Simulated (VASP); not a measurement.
# Mo (Im-3m) in VASP: notebook, part 2 of 2

VASP 6.6.1.

## Step 4: Relaxation of cell and atoms, PBE, target pressure -1.3 GPa, at which the enthalpy is minimised

File INCAR:

```
SYSTEM = Mo
PREC = Accurate
ENCUT = 600
EDIFF = 1E-6
ISMEAR = -1
SIGMA = 0.08
LREAL = .FALSE.
LASPH = .TRUE.
NELM = 100
ALGO = Normal
ISIF = 3
LWAVE = .FALSE.
LCHARG = .FALSE.
GGA = PE
IBRION = 2
NSW = 60
EDIFFG = -0.005
PSTRESS = -13.0
```

File KPOINTS:

```
Automatic mesh
0
G
  17 17 17
  0 0 0
```

File POSCAR:

```
Mo
1.0
   -1.5832846279      1.5832846279      1.5832846279
    1.5832846279     -1.5832846279      1.5832846279
    1.5832846279      1.5832846279     -1.5832846279
Mo
1
Direct
    0.0000000000      0.0000000000      0.0000000000
```

Potentials or basis: VASP PAW PBE potentials, release 64 (Mo_sv).

The run is started by

```bash
$ cat potpaw_PBE.64/Mo_sv/POTCAR > POTCAR
$ mpirun -np 1 vasp_std > vasp.out
```

OUTCAR:

```text
SYSTEM = Mo
   PREC = Accurate
   ENCUT = 600
   EDIFF = 1E-6
   ISMEAR = -1
   LREAL = .FALSE.
   LASPH = .TRUE.
   NELM = 100
   ISIF = 3
   GGA = PE
   IBRION = 2
   NSW = 60
   EDIFFG = -0.005
   PSTRESS = -13.0

 ion  position               nearest neighbor table
   1  0.000  0.000  0.000-

  LATTYP: Found a body centered cubic cell.
 ALAT       =     3.1665692558

  Lattice vectors:

 A1 = (  -1.5832846279,   1.5832846279,   1.5832846279)
 A2 = (   1.5832846279,  -1.5832846279,   1.5832846279)
 A3 = (   1.5832846279,   1.5832846279,  -1.5832846279)

Analysis of symmetry for initial positions (statically):
=====================================================================
 Subroutine PRICEL returns:
 Original cell was already a primitive cell.

 Routine SETGRP: Setting up the symmetry group for a
 body centered cubic supercell.

 Subroutine GETGRP returns: Found 48 space group operations
 (whereof 48 operations were pure point group operations)
 out of a pool of 48 trial point group operations.

The static configuration has the point symmetry O_h .

Analysis of symmetry for dynamics (positions and initial velocities):
=====================================================================
 Subroutine PRICEL returns:
 Original cell was already a primitive cell.

 Routine SETGRP: Setting up the symmetry group for a
 body centered cubic supercell.

 Subroutine GETGRP returns: Found 48 space group operations
 (whereof 48 operations were pure point group operations)
 out of a pool of 48 trial point group operations.

The dynamic configuration has the point symmetry O_h .

 Subroutine INISYM returns: Found 48 space group operations
 (whereof 48 operations are pure point group operations),
 and found     1 'primitive' translations

----------------------------------------------------------------------------------------

                                     Primitive cell

  volume of cell :      15.8758

  direct lattice vectors                    reciprocal lattice vectors
    -1.583284628  1.583284628  1.583284628     0.000000000  0.315799188  0.315799188
     1.583284628 -1.583284628  1.583284628     0.315799188  0.000000000  0.315799188
     1.583284628  1.583284628 -1.583284628     0.315799188  0.315799188  0.000000000

  length of vectors
     2.742329418  2.742329418  2.742329418     0.446607495  0.446607495  0.446607495

  position of ions in fractional coordinates (direct lattice)
     0.000000000  0.000000000  0.000000000

  ion indices of the primitive-cell ions
   primitive index   ion index
                 1           1

----------------------------------------------------------------------------------------

 KPOINTS: Automatic mesh

Automatic generation of k-mesh.
 Grid dimensions read from file:
 generate k-points for:   17   17   17

 Generating k-lattice:

  Cartesian coordinates                     Fractional coordinates (reciprocal lattice)
     0.000000000  0.018576423  0.018576423     0.058823529  0.000000000  0.000000000
     0.018576423  0.000000000  0.018576423     0.000000000  0.058823529  0.000000000
     0.018576423  0.018576423  0.000000000     0.000000000  0.000000000  0.058823529

  Length of vectors
[... 44 lines left out ...]
   NGXF,Y,Z  is equivalent  to a cutoff of  29.10, 29.10, 29.10 a.u.
 SYSTEM =  Mo
   PREC   = accura    normal or accurate (medium, high low for compatibility)
   ISTART =      0    job   : 0-new  1-cont  2-samecut
   ICHARG =      2    charge: 1-file 2-atom 10-const
   ISPIN  =      1    spin polarized calculation?
   LNONCOLLINEAR =      F non collinear calculations
   LSORBIT =      F    spin-orbit coupling
   LASPH  =      T    aspherical Exc in radial PAW
   ENCUT  =  600.0 eV  44.10 Ry    6.64 a.u.   5.48  5.48  5.48*2*pi/ulx,y,z
   NELM   =    100;   NELMIN=  2; NELMDL= -5     # of ELM steps
   EDIFF  = 0.1E-05   stopping-criterion for ELM
   LREAL  =      F    real-space projection
   EDIFFG = -.5E-02   stopping-criterion for IOM
   NSW    =     60    number of steps for IOM
   IBRION =      2    ionic relax: 0-MD 1-quasi-New 2-CG
   NFREE  =      1    steps in history (QN), initial steepest desc. (CG)
   ISIF   =      3    stress and relaxation
   ISYM   =      2    0-nonsym 1-usesym 2-fastsym
   POTIM  = 0.5000    time-step for ionic-motion
   TEBEG  =    0.0;   TEEND  =   0.0 temperature during run
   PSTRESS=  -13.0 pullay stress
   NELECT =      14.0000    total number of electrons
   NUPDOWN=      -1.0000    fix difference up-down
   EMIN   =  10.00;   EMAX   =-10.00  energy-range for DOS
   EFERMI =   0.00;   METHOD = LEGACY
   ISMEAR =    -1;   SIGMA  =   0.08  broadening in eV -4-tet -1-fermi 0-gaus
   EFERMI_NEDOS =   21; number of points for ismear=-14 and -15
   IALGO  =     38    algorithm
   IMIX   =      4    mixing-type and parameters
     AMIX     =   0.40;   BMIX     =  1.00
     AMIX_MAG =   1.60;   BMIX_MAG =  1.00
  volume/ion in A,a.u.               =      15.88       107.14
  Fermi-wavevector in a.u.,A,eV,Ry     =   1.569899  2.966680 33.532707  2.464584
  Thomas-Fermi vector in A             =   2.671713
   LORBIT       =      0    0 simple, 1 ext, 2 COOP (PROOUT), +10 PAW based schemes
   GGA     = PE    functional components
   LHFCALC =     F    Hartree Fock is set to
   AEXX    =    0.0000 exact exchange contribution
   IVDW    =     0    specifies the selected vdW correction
   LEPSILON=     F    determine dielectric tensor
   LRPA    =     F    only Hartree local field effects (RPA)
 conjugate gradient relaxation of ions
 non-spin polarized calculation
  energy-cutoff  :      600.00
  volume of cell :       15.88
 maximum number of plane-waves:       547
 NGX is ok and might be reduce to    24
   NGX = 11   NGY = 11   NGZ = 11

--------------------------------------- Ionic step        1  -------------------------------------------

 number of electron      14.0000002 magnetization

 Free energy of the ion-electron system (eV)
  ---------------------------------------------------
  ext. energy  EPLUGINS =         0.00000000
  ---------------------------------------------------
  free energy    TOTEN  =       -10.94308927 eV

  energy without entropy =      -10.93105687  energy(sigma->0) =      -10.93707307

------------------------ aborting loop because EDIFF is reached ----------------------------------------

  FORCE on cell =-STRESS in cart. coord.  units (eV):
  Direction    XX          YY          ZZ          XY          YZ          ZX
  --------------------------------------------------------------------------------------
  -------------------------------------------------------------------------------------
  Total       -0.0879574     -0.0879574     -0.0879574     -0.0000000      0.0000000      0.0000000
  in kB       -8.8765845     -8.8765845     -8.8765845     -0.0000000      0.0000000      0.0000000
  external PRESSURE =       4.1234155 kB  Pullay stress =     -13.0000000 kB
[... 61 lines left out ...]
--------------------------------------- Ionic step        3  -------------------------------------------

 number of electron      14.0000002 magnetization

 Free energy of the ion-electron system (eV)
  ---------------------------------------------------
  ext. energy  EPLUGINS =         0.00000000
  ---------------------------------------------------
  free energy    TOTEN  =       -10.94292049 eV

  energy without entropy =      -10.93088141  energy(sigma->0) =      -10.93690095

 E-fermi :  12.3430     XC(G=0): -13.2953

 val. band max:       12.3146020950   @ k =   0.3529   0.0588   0.0588
 cond. band min:      12.3801742863   @ k =   0.4118   0.1176   0.0588
 fundamental gap:      0.0655721913
 Fermi energy:        12.3429629162

 k-point     1 :       0.0000    0.0000    0.0000
  band No.  band energies     occupation
      1     -48.9647      2.00000
      2     -22.2694      2.00000
      3     -22.2694      2.00000
      4     -22.2694      2.00000
      5       5.1422      2.00000
      6      10.9853      2.00000
      7      10.9853      2.00000
      8      10.9853      2.00000
      9      13.9485      0.00000
     10      13.9485      0.00000
     11      27.1271      0.00000
[... 309 lines left out ...]
 k-point    24 :       0.1765    0.1765    0.0000
  band No.  band energies     occupation
      1     -48.7985      2.00000
      2     -23.1203      2.00000
      3     -22.5524      2.00000
      4     -22.3580      2.00000
      5       7.8870      2.00000
      6       9.7986      2.00000
      7      10.1120      2.00000
      8      13.1288      0.00011
      9      14.4771      0.00000
     10      14.9501      0.00000
     11      26.9633      0.00000

 [... further k-points ...]

------------------------ aborting loop because EDIFF is reached ----------------------------------------

  FORCE on cell =-STRESS in cart. coord.  units (eV):
  Direction    XX          YY          ZZ          XY          YZ          ZX
  --------------------------------------------------------------------------------------
  -------------------------------------------------------------------------------------
  Total       -0.1283198     -0.1283198     -0.1283198      0.0000000     -0.0000000     -0.0000000
  in kB      -12.9298846    -12.9298846    -12.9298846      0.0000000     -0.0000000     -0.0000000
  external PRESSURE =       0.0701154 kB  Pullay stress =     -13.0000000 kB
[... 20 lines left out ...]
  energy  without entropy=      -10.9308814132  energy(sigma->0) =      -10.93690095

  enthalpy is  TOTEN    =       -11.0719361587 eV   P V=       -0.1290156652

 reached required accuracy - stopping structural energy minimisation
```

OSZICAR:

```text
N       E                     dE             d eps       ncg     rms          rms(c)
DAV:   1     0.101868520449E+03    0.10187E+03   -0.90382E+03  3646   0.145E+03
DAV:   2    -0.996573891663E+01   -0.11183E+03   -0.10806E+03  3981   0.364E+02
DAV:   3    -0.116112911331E+02   -0.16456E+01   -0.16262E+01  4189   0.435E+01
DAV:   4    -0.116158766329E+02   -0.45855E-02   -0.45849E-02  4029   0.272E+00
[... 16 lines left out ...]
DAV:   1    -0.109463004732E+02   -0.41812E-02   -0.83856E-02  3765   0.412E+00    0.620E-01
DAV:   2    -0.109431065819E+02    0.31939E-02   -0.67561E-03  3744   0.104E+00    0.105E-01
DAV:   3    -0.109428881854E+02    0.21840E-03   -0.94598E-04  3950   0.382E-01    0.943E-02
DAV:   4    -0.109429201063E+02   -0.31921E-04   -0.16432E-05  3777   0.485E-02    0.396E-03
DAV:   5    -0.109429204935E+02   -0.38711E-06   -0.14278E-06  2770   0.151E-02
   3 F= -.11071936E+02 E0= -.11065917E+02  d E =-.309072E-04
```

CONTCAR:

```text
Mo
   1.00000000000000
    -1.5841023136180439    1.5841023136180439    1.5841023136180439
     1.5841023136180439   -1.5841023136180439    1.5841023136180439
     1.5841023136180439    1.5841023136180439   -1.5841023136180439
  Mo
     1
Direct
     0.0000000000000000    0.0000000000000000    0.0000000000000000

  0.00000000E+00  0.00000000E+00  0.00000000E+00
```

It took 1.9 min on 1 thread of AMD EPYC 7R13, shared host; peak memory 0.14 GiB.

What came out:

```yaml
Free_energy: -10.9429 eV
Relaxed_volume: 15.90 Å³/atom
Relaxed_cell: a = 2.744 Å, b = 2.744 Å, c = 2.744 Å, α = 109.47°, β = 109.47°, γ = 109.47°
Space_group_after_relaxing_to_0.05_Å: Im-3m (No. 229)
Energy_change_on_relaxing_the_enthalpy_is_what_falls: +0.2 meV/atom
Ionic_steps: 3
Pressure_after_relaxing: -1.3 GPa
Band_gap_on_the_k_mesh: zero (band 7 reaches 15.98 eV, above the bottom of band 8 at 10.99 eV)
```

Step by step:
```tsv
step	energy change (eV)	largest force (eV/Å)	pressure (GPa)	volume (Å³)
1	0.0000	0.0000	-0.89	15.88
2	0.0010	0.0000	-2.38	15.97
3	0.0002	0.0000	-1.29	15.90
```

Final structure:
```cif
data_structure
_symmetry_space_group_name_H-M 'P 1'
_symmetry_Int_Tables_number 1
_cell_length_a 2.7437
_cell_length_b 2.7437
_cell_length_c 2.7437
_cell_angle_alpha 109.471
_cell_angle_beta 109.471
_cell_angle_gamma 109.471
_cell_volume 15.90
loop_
_atom_site_label
_atom_site_type_symbol
_atom_site_fract_x
_atom_site_fract_y
_atom_site_fract_z
_atom_site_occupancy
Mo1 Mo 0.00000 0.00000 0.00000 1
```

Caveat: the cell is relaxed towards a set pressure, so the enthalpy falls and the energy may rise.

## Step 5: Overview

```csv
task,cell,cutoff (eV),gap on the mesh (eV),pressure (GPa)
single point,"a = 2.742 Å, angles 109.5°, 1 atom",520,none,-0.8
relaxation of cell and atoms,"relaxed from a = 2.739 Å, angles 109.5°, 1 atom",600,none,0.0
relaxation of cell and atoms,"relaxed to -1.3 GPa from a = 2.742 Å, angles 109.5°, 1 atom",600,none,-1.3
```

Alike in all rows: level PBE; potentials or basis VASP PAW PBE potentials, release 64 (Mo_sv); no spin polarisation; k mesh 17 × 17 × 17; smearing fermi-dirac 0.08 eV.

Caveats: the relaxation stopped at its first step, so nothing moved (some runs); the cell is relaxed towards a set pressure, so the enthalpy falls and the energy may rise (some runs).

Total energies depend on the potentials used, so only differences within one code and one set of settings carry meaning.
